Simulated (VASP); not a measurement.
# Hf4Ta in VASP: notebook, part 2 of 2

VASP 6.6.1. The steps go on from the part before.

## Step 3: Single point, PBE+U

Contents of INCAR:

```
SYSTEM = Hf4Ta
ALGO = Normal ; DIPOL = 0.5 0.5 0.500
EDIFF = 1E-7 ; ENCUT = 520
GGA = PE ; IDIPOL = 3
ISIF = 2 ; ISMEAR = -1
LASPH = .True. ; LCHARG = .False.
LDAU = .True. ; LDAUJ = 0 0
LDAUL = 2 -1 ; LDAUPRINT = 1
LDAUTYPE = 2 ; LDAUU = 6 0
LDIPOL = .True. ; LMAXMIX = 4
LREAL = .False. ; LWAVE = .False.
NBANDS = 34 ; NELM = 150
PREC = Accurate ; SIGMA = 0.1
```

Contents of KPOINTS:

```
k-points
0
Gamma
  12 12 1
  0 0 0
```

Contents of POSCAR:

```
Hf4Ta
1.0
    3.2032284315      0.0000000000      0.0000000000
   -1.6016142158      2.7740771958      0.0000000000
    0.0000000000      0.0000000000     26.1459000000
Ta Hf
1 4
Direct
    0.0000000000      0.0000000000      0.3100409766
    0.3333333333      0.6666666667      0.4010673952
    0.0000000000      0.0000000000      0.4999999953
    0.3333333333      0.6666666667      0.5989326157
    0.0000000000      0.0000000000      0.6899590170
```

Potentials or basis: VASP PAW PBE potentials, release 64 (Ta_pv, Hf_pv).

Command:

```
cat potpaw_PBE.64/Ta_pv/POTCAR potpaw_PBE.64/Hf_pv/POTCAR > POTCAR
mpirun -np 1 vasp_std > vasp.out
```

OUTCAR:

```text
SYSTEM = Hf4Ta
   EDIFF = 1E-7
   ENCUT = 520
   GGA = PE
   ISIF = 2
   ISMEAR = -1
   LASPH = .True.
   LREAL = .False.
   NELM = 150
   PREC = Accurate

 ion  position               nearest neighbor table
   1  0.000  0.000  0.310-   2 3.01   2 3.01   2 3.01
   2  0.333  0.667  0.401-   1 3.01   1 3.01   1 3.01   3 3.18   3 3.18   3 3.18
   3  0.000  0.000  0.500-   2 3.18   2 3.18   2 3.18   4 3.18   4 3.18   4 3.18
   4  0.333  0.667  0.599-   5 3.01   5 3.01   5 3.01   3 3.18   3 3.18   3 3.18
   5  0.000  0.000  0.690-   4 3.01   4 3.01   4 3.01

  LATTYP: Found a hexagonal cell.
 ALAT       =     3.2032284315
 C/A-ratio  =     8.1623588698

  Lattice vectors:

 A1 = (   3.2032284315,   0.0000000000,   0.0000000000)
 A2 = (  -1.6016142158,   2.7740771958,   0.0000000000)
 A3 = (   0.0000000000,   0.0000000000,  26.1459000000)

Analysis of symmetry for initial positions (statically):
=====================================================================
 Subroutine PRICEL returns:
 Original cell was already a primitive cell.

 Routine SETGRP: Setting up the symmetry group for a
 hexagonal supercell.

 Subroutine GETGRP returns: Found  6 space group operations
 (whereof  6 operations were pure point group operations)
 out of a pool of 24 trial point group operations.

The static configuration has the point symmetry C_3v.

Analysis of symmetry for dynamics (positions and initial velocities):
=====================================================================
 Subroutine PRICEL returns:
 Original cell was already a primitive cell.

 Routine SETGRP: Setting up the symmetry group for a
 hexagonal supercell.

 Subroutine GETGRP returns: Found  6 space group operations
 (whereof  6 operations were pure point group operations)
 out of a pool of 24 trial point group operations.

The dynamic configuration has the point symmetry C_3v.

 Subroutine INISYM returns: Found  6 space group operations
 (whereof  6 operations are pure point group operations),
 and found     1 'primitive' translations

----------------------------------------------------------------------------------------

                                     Primitive cell

  volume of cell :     232.3325

  direct lattice vectors                    reciprocal lattice vectors
     3.203228431  0.000000000  0.000000000     0.312185041  0.180240118  0.000000000
    -1.601614216  2.774077196  0.000000000     0.000000000  0.360480235  0.000000000
     0.000000000  0.000000000 26.145900000     0.000000000  0.000000000  0.038246914

  length of vectors
     3.203228431  3.203228432 26.145900000     0.360480235  0.360480235  0.038246914

  position of ions in fractional coordinates (direct lattice)
     0.000000000  0.000000000  0.310040977
     0.333333333  0.666666667  0.401067395
     0.000000000  0.000000000  0.499999995
[... 100 lines left out ...]
   LORBIT       =      0    0 simple, 1 ext, 2 COOP (PROOUT), +10 PAW based schemes
 LDA+U is selected, type is set to LDAUTYPE =  2
   angular momentum for each species LDAUL =     2   -1
   U (eV)           for each species LDAUU =   6.0  0.0
   J (eV)           for each species LDAUJ =   0.0  0.0
   GGA     = PE    functional components
   LHFCALC =     F    Hartree Fock is set to
   AEXX    =    0.0000 exact exchange contribution
   IVDW    =     0    specifies the selected vdW correction
   LEPSILON=     F    determine dielectric tensor
   LRPA    =     F    only Hartree local field effects (RPA)
 non-spin polarized calculation
  energy-cutoff  :      520.00
  volume of cell :      232.33
 maximum number of plane-waves:      6336
 NGX is ok and might be reduce to    24
   NGX = 11   NGY = 11   NGZ = 97

 dipolmoment           0.000000      0.000000      0.006253 electrons x Angstroem

atom =   1  type =  1  l = 2

 onsite density matrix

spin component  1

  0.2094 -0.0000  0.0000 -0.0385 -0.0000
 -0.0000  0.1618  0.0000 -0.0000 -0.0385
  0.0000  0.0000  0.1877 -0.0000 -0.0000
 -0.0385 -0.0000 -0.0000  0.1618  0.0000
 -0.0000 -0.0385 -0.0000  0.0000  0.2094

spin component  2

  0.2094 -0.0000  0.0000 -0.0385 -0.0000
 -0.0000  0.1618  0.0000 -0.0000 -0.0385
  0.0000  0.0000  0.1877 -0.0000 -0.0000
 -0.0385 -0.0000 -0.0000  0.1618  0.0000
 -0.0000 -0.0385 -0.0000  0.0000  0.2094

 occupancies and eigenvectors

  o =  0.1404  v = -0.3317 -0.6393  0.0000 -0.5952 -0.3563  0.0000  0.0000  0.0000  0.0000  0.0000      0.0000  0.0000  0.0000  0.0000  0.0000  0.0000  0.0000  0.0000  0.0000  0.0000
  o =  0.1404  v =  0.0000  0.0000  0.0000  0.0000  0.0000 -0.3317 -0.6393  0.0000 -0.5952 -0.3563      0.0000  0.0000  0.0000  0.0000  0.0000  0.0000  0.0000  0.0000  0.0000  0.0000
  o =  0.1404  v =  0.0000  0.0000  0.0000  0.0000  0.0000  0.3563 -0.5952 -0.0000  0.6393 -0.3317      0.0000  0.0000  0.0000  0.0000  0.0000  0.0000  0.0000  0.0000  0.0000  0.0000
  o =  0.1404  v =  0.3563 -0.5952 -0.0000  0.6393 -0.3317  0.0000  0.0000  0.0000  0.0000  0.0000      0.0000  0.0000  0.0000  0.0000  0.0000  0.0000  0.0000  0.0000  0.0000  0.0000
  o =  0.1877  v = -0.0000 -0.0000  1.0000  0.0000  0.0000  0.0000  0.0000  0.0000  0.0000  0.0000      0.0000  0.0000  0.0000  0.0000  0.0000  0.0000  0.0000  0.0000  0.0000  0.0000
  o =  0.1877  v =  0.0000  0.0000  0.0000  0.0000  0.0000 -0.0000 -0.0000  1.0000  0.0000  0.0000      0.0000  0.0000  0.0000  0.0000  0.0000  0.0000  0.0000  0.0000  0.0000  0.0000
  o =  0.2309  v =  0.5952 -0.3563  0.0000 -0.3317  0.6394  0.0000  0.0000  0.0000  0.0000  0.0000      0.0000  0.0000  0.0000  0.0000  0.0000  0.0000  0.0000  0.0000  0.0000  0.0000
  o =  0.2309  v =  0.0000  0.0000  0.0000  0.0000  0.0000  0.5952 -0.3563  0.0000 -0.3317  0.6394      0.0000  0.0000  0.0000  0.0000  0.0000  0.0000  0.0000  0.0000  0.0000  0.0000
  o =  0.2309  v =  0.0000  0.0000  0.0000  0.0000  0.0000 -0.6394 -0.3317 -0.0000  0.3563  0.5952      0.0000  0.0000  0.0000  0.0000  0.0000  0.0000  0.0000  0.0000  0.0000  0.0000
  o =  0.2309  v = -0.6394 -0.3317 -0.0000  0.3563  0.5952  0.0000  0.0000  0.0000  0.0000  0.0000      0.0000  0.0000  0.0000  0.0000  0.0000  0.0000  0.0000  0.0000  0.0000  0.0000

 number of electron      51.0000012 magnetization

 dipolmoment           0.000000      0.000000     -0.018674 electrons x Angstroem

 Free energy of the ion-electron system (eV)
  ---------------------------------------------------
  ext. energy  EPLUGINS =         0.00000000
  ---------------------------------------------------
  free energy    TOTEN  =       -44.03892747 eV

  energy without entropy =      -43.83400877  energy(sigma->0) =      -43.93646812

 E-fermi :   0.1262     XC(G=0):  -6.2118

 val. band max:        0.1171650048   @ k =   0.3333   0.0833   0.0000
 cond. band min:       0.1337124145   @ k =   0.4167   0.1667   0.0000
 fundamental gap:      0.0165474097
 Fermi energy:         0.1261869475

 k-point     1 :       0.0000    0.0000    0.0000
  band No.  band energies     occupation
      1     -36.3835      2.00000
      2     -35.9424      2.00000
      3     -35.9424      2.00000
      4     -30.9370      2.00000
      5     -30.6803      2.00000
      6     -30.3559      2.00000
[... 692 lines left out ...]
     33       2.6181      0.00000
     34       3.4714      0.00000

------------------------ aborting loop because EDIFF is reached ----------------------------------------

 vacuum level on the upper side and lower side of the slab       (xc-potential included)        -0.195         0.177

  FORCE on cell =-STRESS in cart. coord.  units (eV):
  Direction    XX          YY          ZZ          XY          YZ          ZX
  --------------------------------------------------------------------------------------
  -------------------------------------------------------------------------------------
  Total       -3.5316399     -3.5316399     -0.5914512      0.0000000     -0.0000000     -0.0000000
  in kB      -24.3543728    -24.3543728     -4.0786785      0.0000000     -0.0000000     -0.0000000
  external PRESSURE =     -17.5958080 kB  Pullay stress =       0.0000000 kB

 VOLUME and BASIS-vectors are now :
 -----------------------------------------------------------------------------
  energy-cutoff  :      520.00
  volume of cell :      232.33
      direct lattice vectors                 reciprocal lattice vectors
     3.203228431  0.000000000  0.000000000     0.312185041  0.180240118  0.000000000
    -1.601614216  2.774077196  0.000000000     0.000000000  0.360480235  0.000000000
     0.000000000  0.000000000 26.145900000     0.000000000  0.000000000  0.038246914

 POSITION                                       TOTAL-FORCE (eV/Angst)
 -----------------------------------------------------------------------------------
      0.00000      0.00000      8.10630        -0.000000      0.000000      0.141492
     -0.00000      1.84938     10.48627         0.000000     -0.000000     -0.097461
      0.00000      0.00000     13.07295        -0.000000     -0.000000     -0.056015
     -0.00000      1.84938     15.65963         0.000000     -0.000000      0.070154
      0.00000      0.00000     18.03960        -0.000000     -0.000000     -0.058170
 -----------------------------------------------------------------------------------
    total drift:                                0.000000     -0.000000     -0.000218

  FREE ENERGIE OF THE ION-ELECTRON SYSTEM (eV)
  ---------------------------------------------------
  free  energy   TOTEN  =       -44.0389274671 eV

  energy  without entropy=      -43.8340087692  energy(sigma->0) =      -43.93646812

 vacuum level on the upper side and lower side of the slab         4.475         4.855
```

It took 48 min on 1 thread of Intel Xeon 8259CL, shared host; peak memory 0.41 GiB.

What came out:

- Free energy: -44.0389 eV
- Largest force: 0.141 eV/Å
- Band gap on the k mesh: zero (an odd number of electrons rules out a gap without spin polarisation)

Forces on the atoms (eV/Å):
```
Ta   0.000  0.000  0.141
Hf   0.000  0.000 -0.097
Hf   0.000  0.000 -0.056
Hf   0.000  0.000  0.070
Hf   0.000  0.000 -0.058
```

Levels at points of the mesh, in eV from the Fermi level:
```
           k point  band 24  band 25  band 26  band 27  band 28  band 29
(0.00, 0.00, 0.00)     0.46     0.58     0.58     0.99     0.99     1.05
(0.50, 0.00, 0.00)    -0.94     0.06     0.37     0.82     0.88     1.18
```

Eigenvalues of the final occupation matrices:
```tsv
site	spin	trace	eigenvalues
site 1 d	1	0.93	0.14 0.14 0.19 0.23 0.23
site 1 d	2	0.93	0.14 0.14 0.19 0.23 0.23
```

Caveat: spin-orbit coupling is left out, which moves the levels of the heavy elements; U without spin polarisation on a metal has little footing; the U is typed as a test and isn't derived for this compound.

The gap in the log of VASP goes by the Fermi energy; the results here count the filled bands.